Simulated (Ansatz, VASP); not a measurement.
# AlH2: VASP beside Ansatz

```xyz
6
Lattice="2.8402 0.0000 0.0000 -1.4201 2.4596 0.0000 0.0000 0.0000 4.7544" Properties=species:S:1:pos:R:3 pbc="T T T"
Al    1.4201    0.8199    3.5658
Al    0.0000    1.6398    1.1886
H     0.0000    1.6398    2.9054
H     1.4201    0.8199    1.8489
H     1.4201    0.8199    0.5283
H     0.0000    1.6398    4.2261
```

Alike in both runs: task relaxation of cell and atoms; functional PBE; k mesh 6 × 6 × 4; occupations gaussian, width 0.1 eV; no spin polarisation.

|  | VASP | Ansatz |
| --- | --- | --- |
| version | VASP 6.6.1 | Ansatz 0.2.0 |
| potentials or method | VASP PAW PBE potentials, release 64 (Al, H), cutoff 600 eV | scalar-relativistic, plane waves, PAW |
| valence electrons in the cell | 10 | 10 |

Ansatz gave:

| Property | Result |
| --- | --- |
| gap on the k mesh at the Fermi level, each at its own relaxed structure (eV) | none |
| relaxed volume (Å³/atom) | 9.41 |
| relaxed cell length with the largest relative difference (Å) | 8.757 |

Q: Estimate VASP's values.

A: gap on the k mesh at the Fermi level, each at its own relaxed structure (eV): none; relaxed volume (Å³/atom): 8.49; relaxed cell length with the largest relative difference (Å): 7.897.

A gap of «none» marks a metal or a gap that the smearing closes. One of these differences is far larger than is usual between the two programs; its cause wasn't traced.

The k mesh is coarse, so the values compare programs but aren't converged. Noted on VASP's run: the volume moved by over 15 % at a fixed basis, so the end points are rough.
